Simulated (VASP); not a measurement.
# HgH2 (P4/mmm) in VASP: single point with PBE

Aim: the single point of HgH2 with PBE.

Program: VASP 6.6.1. These are calculated values, not measurements. Logs are shortened: lines on timing, memory, paths and dates and some standing lists are left out, and cuts for length are marked.

## 1. The cell of the first run

It takes space group P4/mmm (No. 123, tetragonal). Conventional cell: a = 3.736 Å, b = 3.736 Å, c = 3.331 Å, α = 90.00°, β = 90.00°, γ = 90.00°. Within 2.5 Å of Hg (site symmetry 4/mmm) lie 4 H at 1.87 Å. Within 2.5 Å of H (site symmetry mmm) lie 2 Hg at 1.87 Å.

## 2. Single point, PBE

INCAR

```
PREC     = Accurate       # precision mode
ENCUT    = 520            # plane-wave cutoff, eV
EDIFF    = 1E-6           # SCF threshold, eV
ISMEAR   = 0              # smearing method
SIGMA    = 0.1            # smearing width, eV
LREAL    = F              # projectors in reciprocal space
LASPH    = T              # aspherical terms in the spheres
NELM     = 80             # most SCF steps
ALGO     = Normal         # electronic algorithm
ISIF     = 2              # what is computed and relaxed
LWAVE    = F              # write WAVECAR
LCHARG   = F              # write CHGCAR
GGA      = PE             # functional
NBANDS   = 14             # bands
```

KPOINTS

```
regular mesh
0
Gamma
  12 12 14
```

POSCAR

```
HgH2
1.0
    3.7362779640      0.0000000000      0.0000000000
    0.0000000000      3.7362779640      0.0000000000
    0.0000000000      0.0000000000      3.3314214270
Hg H
1 2
Direct
    0.5000000000      0.5000000000      0.5000000000
    0.5000000000      0.0000000000      0.5000000000
    0.0000000000      0.5000000000      0.5000000000
```

Potentials or basis: VASP PAW PBE potentials, release 64 (Hg, H).

On the command line:

```bash
$ cat potpaw_PBE.64/Hg/POTCAR potpaw_PBE.64/H/POTCAR > POTCAR
$ mpirun -np 1 vasp_std > vasp.out
```

OUTCAR:

```text
PREC = Accurate
   ENCUT = 520
   EDIFF = 1E-6
   ISMEAR = 0
   LREAL = F
   LASPH = T
   NELM = 80
   ISIF = 2
   GGA = PE

 ion  position               nearest neighbor table
   1  0.500  0.500  0.500-   2 1.87   3 1.87   2 1.87   3 1.87
   2  0.500  0.000  0.500-   1 1.87   1 1.87
   3  0.000  0.500  0.500-   1 1.87   1 1.87

  LATTYP: Found a simple tetragonal cell.
 ALAT       =     3.7362779640
 C/A-ratio  =     0.8916417513

  Lattice vectors:

 A1 = (   3.7362779640,   0.0000000000,   0.0000000000)
 A2 = (   0.0000000000,   3.7362779640,   0.0000000000)
 A3 = (   0.0000000000,   0.0000000000,   3.3314214270)

Analysis of symmetry for initial positions (statically):
=====================================================================
 Subroutine PRICEL returns:
 Original cell was already a primitive cell.

 Routine SETGRP: Setting up the symmetry group for a
 simple tetragonal supercell.

 Subroutine GETGRP returns: Found 16 space group operations
 (whereof 16 operations were pure point group operations)
 out of a pool of 16 trial point group operations.

The static configuration has the point symmetry D_4h.

Analysis of symmetry for dynamics (positions and initial velocities):
=====================================================================
 Subroutine PRICEL returns:
 Original cell was already a primitive cell.

 Routine SETGRP: Setting up the symmetry group for a
 simple tetragonal supercell.

 Subroutine GETGRP returns: Found 16 space group operations
 (whereof 16 operations were pure point group operations)
 out of a pool of 16 trial point group operations.

The dynamic configuration has the point symmetry D_4h.

 Subroutine INISYM returns: Found 16 space group operations
 (whereof 16 operations are pure point group operations),
 and found     1 'primitive' translations

----------------------------------------------------------------------------------------

                                     Primitive cell

  volume of cell :      46.5059

  direct lattice vectors                    reciprocal lattice vectors
     3.736277964  0.000000000  0.000000000     0.267646040  0.000000000  0.000000000
     0.000000000  3.736277964  0.000000000     0.000000000  0.267646040  0.000000000
     0.000000000  0.000000000  3.331421427     0.000000000  0.000000000  0.300172170

  length of vectors
     3.736277964  3.736277964  3.331421427     0.267646040  0.267646040  0.300172170

  position of ions in fractional coordinates (direct lattice)
     0.500000000  0.500000000  0.500000000
     0.500000000  0.000000000  0.500000000
     0.000000000  0.500000000  0.500000000

  ion indices of the primitive-cell ions
   primitive index   ion index
                 1           1
                 2           2
                 3           3

----------------------------------------------------------------------------------------

 KPOINTS: regular mesh

Automatic generation of k-mesh.
 Grid dimensions read from file:
 generate k-points for:   12   12   14

 Generating k-lattice:

  Cartesian coordinates                     Fractional coordinates (reciprocal lattice)
     0.022303837  0.000000000  0.000000000     0.083333333  0.000000000  0.000000000
     0.000000000  0.022303837  0.000000000     0.000000000  0.083333333  0.000000000
     0.000000000  0.000000000  0.021440869     0.000000000  0.000000000  0.071428571

  Length of vectors
     0.022303837  0.022303837  0.021440869

  Shift w.r.t. Gamma in fractional coordinates (k-lattice)
     0.000000000  0.000000000  0.000000000

 Subroutine IBZKPT returns following result:
 ===========================================

 Found    224 irreducible k-points:

 Following reciprocal coordinates:
            Coordinates               Weight
  0.000000  0.000000  0.000000      1.000000
  0.083333  0.000000  0.000000      4.000000
  0.166667  0.000000  0.000000      4.000000
  0.250000  0.000000  0.000000      4.000000
  0.333333  0.000000  0.000000      4.000000
  0.416667  0.000000  0.000000      4.000000
[... 16 lines left out ...]
  0.333333  0.333333  0.000000      4.000000
  0.416667  0.333333  0.000000      8.000000
 [... further k-points ...]
   k-points           NKPTS =    224   k-points in BZ     NKDIM =    224   number of bands    NBANDS=     14
   number of dos      NEDOS =    301   number of ions     NIONS =      3
   total plane-waves  NPLWV =  21952
   dimension x,y,z NGX =    28 NGY =   28 NGZ =   28
   dimension x,y,z NGXF=    56 NGYF=   56 NGZF=   56
   ions per type =               1   2
   NGX,Y,Z   is equivalent  to a cutoff of  12.46, 12.46, 13.97 a.u.
   NGXF,Y,Z  is equivalent  to a cutoff of  24.92, 24.92, 27.95 a.u.
 SYSTEM =  unknown system
   PREC   = accura    normal or accurate (medium, high low for compatibility)
   ISTART =      0    job   : 0-new  1-cont  2-samecut
   ICHARG =      2    charge: 1-file 2-atom 10-const
   ISPIN  =      1    spin polarized calculation?
   LNONCOLLINEAR =      F non collinear calculations
   LSORBIT =      F    spin-orbit coupling
   LASPH  =      T    aspherical Exc in radial PAW
   ENCUT  =  520.0 eV  38.22 Ry    6.18 a.u.   6.95  6.95  6.19*2*pi/ulx,y,z
   NELM   =     80;   NELMIN=  2; NELMDL= -5     # of ELM steps
   EDIFF  = 0.1E-05   stopping-criterion for ELM
   LREAL  =      F    real-space projection
   EDIFFG = 0.1E-04   stopping-criterion for IOM
   NSW    =      0    number of steps for IOM
   IBRION =     -1    ionic relax: 0-MD 1-quasi-New 2-CG
   NFREE  =      0    steps in history (QN), initial steepest desc. (CG)
   ISIF   =      2    stress and relaxation
   ISYM   =      2    0-nonsym 1-usesym 2-fastsym
   POTIM  = 0.5000    time-step for ionic-motion
   TEBEG  =    0.0;   TEEND  =   0.0 temperature during run
   PSTRESS=    0.0 pullay stress
   NELECT =      14.0000    total number of electrons
   NUPDOWN=      -1.0000    fix difference up-down
   EMIN   =  10.00;   EMAX   =-10.00  energy-range for DOS
   EFERMI =   0.00;   METHOD = LEGACY
   ISMEAR =     0;   SIGMA  =   0.10  broadening in eV -4-tet -1-fermi 0-gaus
   EFERMI_NEDOS =   21; number of points for ismear=-14 and -15
   IALGO  =     38    algorithm
   IMIX   =      4    mixing-type and parameters
     AMIX     =   0.40;   BMIX     =  1.00
     AMIX_MAG =   1.60;   BMIX_MAG =  1.00
  volume/ion in A,a.u.               =      15.50       104.61
  Fermi-wavevector in a.u.,A,eV,Ry     =   1.097189  2.073387 16.379022  1.203824
  Thomas-Fermi vector in A             =   2.233545
   LORBIT       =      0    0 simple, 1 ext, 2 COOP (PROOUT), +10 PAW based schemes
   GGA     = PE    functional components
   LHFCALC =     F    Hartree Fock is set to
   AEXX    =    0.0000 exact exchange contribution
   IVDW    =     0    specifies the selected vdW correction
   LEPSILON=     F    determine dielectric tensor
   LRPA    =     F    only Hartree local field effects (RPA)
 non-spin polarized calculation
 Gauss-broadening in eV      SIGMA  =   0.10
  energy-cutoff  :      520.00
  volume of cell :       46.51
 maximum number of plane-waves:      1272
 NGX is ok and might be reduce to    28
   NGX = 13   NGY = 13   NGZ = 13

 number of electron      14.0000000 magnetization

 Free energy of the ion-electron system (eV)
  ---------------------------------------------------
  ext. energy  EPLUGINS =         0.00000000
  ---------------------------------------------------
  free energy    TOTEN  =        -5.60679267 eV

  energy without entropy =       -5.60494880  energy(sigma->0) =       -5.60587073

 E-fermi :   0.2289     XC(G=0):  -8.2134

 val. band max:        0.2194709425   @ k =   0.2500   0.0000   0.5000
 cond. band min:       0.2309321566   @ k =   0.1667   0.0833   0.4286
 fundamental gap:      0.0114612141
 Fermi energy:         0.2289346297

 k-point     1 :       0.0000    0.0000    0.0000
  band No.  band energies     occupation
      1      -9.2166      2.00000
      2      -9.0795      2.00000
      3      -7.3807      2.00000
      4      -6.8707      2.00000
      5      -6.7230      2.00000
      6      -6.7230      2.00000
      7       2.9665      0.00000
      8       5.2208      0.00000
      9       5.2208      0.00000
     10       7.7485      0.00000
     11       7.9163      0.00000
     12       8.6530      0.00000
     13      15.5884      0.00000
     14      16.0890      0.00000

 k-point     2 :       0.0833    0.0000    0.0000
  band No.  band energies     occupation
      1      -9.1628      2.00000
      2      -9.0217      2.00000
      3      -7.3703      2.00000
      4      -6.8828      2.00000
      5      -6.7331      2.00000
      6      -6.7223      2.00000
      7       2.2689      0.00000
      8       5.2569      0.00000
      9       5.3052      0.00000
     10       8.0057      0.00000
     11       8.0788      0.00000
     12       9.0094      0.00000
     13      14.4152      0.00000
     14      15.6747      0.00000

 k-point     3 :       0.1667    0.0000    0.0000
  band No.  band energies     occupation
      1      -9.1159      2.00000
      2      -8.7420      2.00000
      3      -7.3354      2.00000
      4      -6.9156      2.00000
      5      -6.7604      2.00000
      6      -6.7204      2.00000
      7       0.8279      0.00000
      8       5.3461      0.00000
      9       5.5477      0.00000
     10       8.0392      0.00000
     11       8.2637      0.00000
     12      10.4502      0.00000
     13      13.3299      0.00000
     14      14.7503      0.00000

 k-point     4 :       0.2500    0.0000    0.0000
  band No.  band energies     occupation
      1      -9.0877      2.00000
      2      -8.2663      2.00000
      3      -7.2517      2.00000
      4      -6.9597      2.00000
      5      -6.7972      2.00000
      6      -6.7178      2.00000
      7      -0.7654      2.00000
      8       5.4866      0.00000
      9       5.9144      0.00000
     10       7.7290      0.00000
     11       8.6582      0.00000
     12      12.1377      0.00000
     13      12.5881      0.00000
     14      13.7136      0.00000

 k-point     5 :       0.3333    0.0000    0.0000
  band No.  band energies     occupation
      1      -9.0639      2.00000
      2      -7.7730      2.00000
      3      -7.0030      2.00000
      4      -6.9774      2.00000
      5      -6.8336      2.00000
      6      -6.7152      2.00000
      7      -2.3181      2.00000
      8       5.6810      0.00000
      9       6.3401      0.00000
     10       7.3133      0.00000
     11       9.1247      0.00000
[... 276 lines left out ...]
 k-point    22 :       0.5000    0.2500    0.0000
  band No.  band energies     occupation
      1      -8.2295      2.00000
      2      -7.4837      2.00000
      3      -7.1886      2.00000
      4      -6.8618      2.00000
      5      -6.7841      2.00000
      6      -5.3149      2.00000
      7      -4.4387      2.00000
      8       0.6797      0.00000
      9       5.7927      0.00000
     10      10.3156      0.00000
     11      10.4563      0.00000
     12      10.6290      0.00000
     13      14.6737      0.00000
     14      15.2382      0.00000

 k-point    23 :       0.3333    0.3333    0.0000
  band No.  band energies     occupation
      1      -7.8716      2.00000
      2      -7.6873      2.00000
      3      -7.1998      2.00000
      4      -6.8242      2.00000
      5      -6.8215      2.00000
      6      -6.3781      2.00000
      7      -2.6577      2.00000
      8      -0.4310      2.00000
      9       5.8387      0.00000
     10      10.2985      0.00000
     11      10.4735      0.00000
     12      10.4970      0.00000
     13      15.8148      0.00000
     14      16.0378      0.00000

 k-point    24 :       0.4167    0.3333    0.0000
  band No.  band energies     occupation
      1      -7.7617      2.00000
      2      -7.5122      2.00000
      3      -7.2386      2.00000
      4      -6.8485      2.00000
      5      -6.8202      2.00000
      6      -5.7422      2.00000
      7      -3.5266      2.00000
      8      -0.8996      2.00000
      9       5.5056      0.00000
     10      10.3924      0.00000
     11      10.4332      0.00000
     12      11.0026      0.00000
     13      15.3767      0.00000
     14      16.4173      0.00000

 [... further k-points ...]
[... 5 lines left out ...]
  --------------------------------------------------------------------------------------
  -------------------------------------------------------------------------------------
  Total        0.1084166      0.1084166      0.0004286      0.0000000     -0.0000000      0.0000000
  in kB        3.7350673      3.7350673      0.0147647      0.0000000     -0.0000000      0.0000000
  external PRESSURE =       2.4949664 kB  Pullay stress =       0.0000000 kB

 VOLUME and BASIS-vectors are now :
 -----------------------------------------------------------------------------
  energy-cutoff  :      520.00
  volume of cell :       46.51
      direct lattice vectors                 reciprocal lattice vectors
     3.736277964  0.000000000  0.000000000     0.267646040  0.000000000  0.000000000
     0.000000000  3.736277964  0.000000000     0.000000000  0.267646040  0.000000000
     0.000000000  0.000000000  3.331421427     0.000000000  0.000000000  0.300172170

 POSITION                                       TOTAL-FORCE (eV/Angst)
 -----------------------------------------------------------------------------------
      1.86814      1.86814      1.66571         0.000000      0.000000      0.000000
      1.86814      0.00000      1.66571         0.000000      0.000000      0.000000
      0.00000      1.86814      1.66571         0.000000      0.000000      0.000000
 -----------------------------------------------------------------------------------
    total drift:                                0.000000      0.000000      0.000000

  FREE ENERGIE OF THE ION-ELECTRON SYSTEM (eV)
  ---------------------------------------------------
  free  energy   TOTEN  =        -5.6067926657 eV

  energy  without entropy=       -5.6049488011  energy(sigma->0) =       -5.60587073
```

Wall time 52 s (1 thread of AMD EPYC 9R45 (Zen 5), shared host); peak memory 0.24 GiB.

Results:

| Item | Value |
| --- | --- |
| Free energy | -5.6068 eV |
| Pressure | 0.2 GPa |
| Band gap on the k mesh | zero (band 7 reaches 3.12 eV, above the bottom of band 8 at -3.26 eV) |

Stress tensor (GPa, compression positive):
```
0.37 0.00 0.00
0.00 0.37 0.00
0.00 0.00 0.00
```

Caveat: spin-orbit coupling is left out, which moves the levels of the heavy elements.
